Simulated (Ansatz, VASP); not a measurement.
# Two plane-wave programs on YAl7N8

The input INCAR:

```
SYSTEM = YAl7N8
PREC = Accurate
ENCUT = 520
EDIFF = 1E-6
ISMEAR = 0
SIGMA = 0.01
LREAL = Auto
LASPH = .TRUE.
NELM = 100
ALGO = Normal
ISIF = 2
LWAVE = .FALSE.
LCHARG = .FALSE.
GGA = PS
NBANDS = 50
```

File KPOINTS:

```
Automatic mesh
0
G
  6 6 6
  0 0 0
```

Contents of POSCAR:

```
YAl7N8
1.0
    3.1921404571     -0.0214751083      5.0848961774
    3.1921404571      0.0214751083     -5.0848961774
   -3.1921404571      5.5642344291     -0.0233967361
Y Al N
1 7 8
Direct
    0.1706711699      0.1724701823      0.3431413522
    0.1718244595      0.1748031518      0.8360616751
    0.6609205212      0.6661324679      0.3270529891
    0.6612585233      0.6642372156      0.8360616751
    0.0840765957      0.5799173986      0.1593746861
    0.5794572875      0.0752980904      0.1593746861
    0.0786313669      0.5943951352      0.6730265021
    0.5919774826      0.0769716632      0.6689491458
    0.3817143255      0.9539996741      0.3357139996
    0.8596487666      0.4714108822      0.3310596488
    0.3580271942      0.9824920429      0.8307713785
    0.8482793356      0.4727441842      0.8307713785
    0.2810078136      0.4075612133      0.1486244940
    0.2782362019      0.4250295489      0.7032657508
    0.7410632807      0.8676166804      0.1486244940
    0.7812056751      0.8869204691      0.6681261443
```

Input for Ansatz:

```yaml
crystal:
  lattice:
    - [3.1921404571, -0.0214751083, 5.0848961774]
    - [3.1921404571, 0.0214751083, -5.0848961774]
    - [-3.1921404571, 5.5642344291, -0.0233967361]
  atoms:
    - { symbol: "Y", position: [0.1706711699, 0.1724701823, 0.3431413522] }
    - { symbol: Al, position: [0.1718244595, 0.1748031518, 0.8360616751] }
    - { symbol: Al, position: [0.6609205212, 0.6661324679, 0.3270529891] }
    - { symbol: Al, position: [0.6612585233, 0.6642372156, 0.8360616751] }
    - { symbol: Al, position: [0.0840765957, 0.5799173986, 0.1593746861] }
    - { symbol: Al, position: [0.5794572875, 0.0752980904, 0.1593746861] }
    - { symbol: Al, position: [0.0786313669, 0.5943951352, 0.6730265021] }
    - { symbol: Al, position: [0.5919774826, 0.0769716632, 0.6689491458] }
    - { symbol: "N", position: [0.3817143255, 0.9539996741, 0.3357139996] }
    - { symbol: "N", position: [0.8596487666, 0.4714108822, 0.3310596488] }
    - { symbol: "N", position: [0.3580271942, 0.9824920429, 0.8307713785] }
    - { symbol: "N", position: [0.8482793356, 0.4727441842, 0.8307713785] }
    - { symbol: "N", position: [0.2810078136, 0.4075612133, 0.148624494] }
    - { symbol: "N", position: [0.2782362019, 0.4250295489, 0.7032657508] }
    - { symbol: "N", position: [0.7410632807, 0.8676166804, 0.148624494] }
    - { symbol: "N", position: [0.7812056751, 0.8869204691, 0.6681261443] }
basis:
  ecutwfc: 420
  xc_grid: 2
kpoints:
  mp_grid: { grid: [6, 6, 6] }
hamiltonian:
  xc: pbesol
  pseudopotentials: { kind: paw, azcp: { folder: soft_1 } }
scf:
  occupations: { method: fixed }
output:
  forces: true
  stress: true
  eigenvalues: true
  polarization: {}
```

Change from the starting cell: polar distortion scaled by 1.00.

Alike in both runs: task single point; functional PBEsol; k mesh 6 × 6 × 6; no spin polarisation.

|  | VASP | Ansatz |
| --- | --- | --- |
| version | VASP 6.6.1 | Ansatz 0.2.0 |
| potentials or method | VASP PAW PBE potentials, release 64 (Y_sv, Al, N), cutoff 520 eV | scalar-relativistic, plane waves, PAW |
| occupations | gaussian, width 0.01 eV | fixed |
| valence electrons in the cell | 72 | 72 |

```csv
,VASP,Ansatz,Ansatz less VASP
gap on the k mesh at the Fermi level (eV),3.14,3.13,-0.008
least direct gap on the mesh (eV),3.31,3.30,-0.009
pressure (GPa),0.0,0.0,+0.04
rms of the force components (eV/Å),0.006,0.000,-0.0054
```

VASP's potentials were made for PBE, not for PBEsol, and Ansatz warns of the same on its side. Atom by atom the forces differ by 0.006 eV/Å (rms over components).
